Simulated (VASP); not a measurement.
A run of VASP 6.6.1 is set up as follows.

File INCAR:

```
PREC = Accurate ; ENCUT = 600
EDIFF = 1E-6 ; ISMEAR = -1
SIGMA = 0.1 ; LREAL = False
LASPH = True ; NELM = 120
ALGO = Normal ; ISIF = 2
LWAVE = False ; LCHARG = False
GGA = PE ; NBANDS = 10
GGA_COMPAT = False
```

KPOINTS

```
regular mesh
0
Gamma
  18 18 16
```

POSCAR

```
Re
1.0
    2.5379210191      0.0000000000      0.0000000000
   -1.2689605096      2.1979040754      0.0000000000
    0.0000000000      0.0000000000      2.2896995344
Re
1
Direct
    0.0000000000      0.0000000000      0.0000000000
```

Potentials or basis: VASP PAW PBE potentials, release 64 (Re).

Run with:

```console
$ cat potpaw_PBE.64/Re/POTCAR > POTCAR
$ mpirun -np 1 vasp_std > vasp.out
```

Problem. Predict the pressure.

Solution. 119.2 GPa.

Problem. Predict the band gap on the k mesh.

Solution. Zero (an odd number of electrons rules out a gap without spin polarisation).

Stress tensor (GPa, compression positive):
```
122.70   0.00   0.00
  0.00 122.70   0.00
  0.00   0.00 112.31
```

Caveat: the stress differs along the axes, from 112 to 123 GPa; spin-orbit coupling is left out, which moves the levels of the heavy elements.
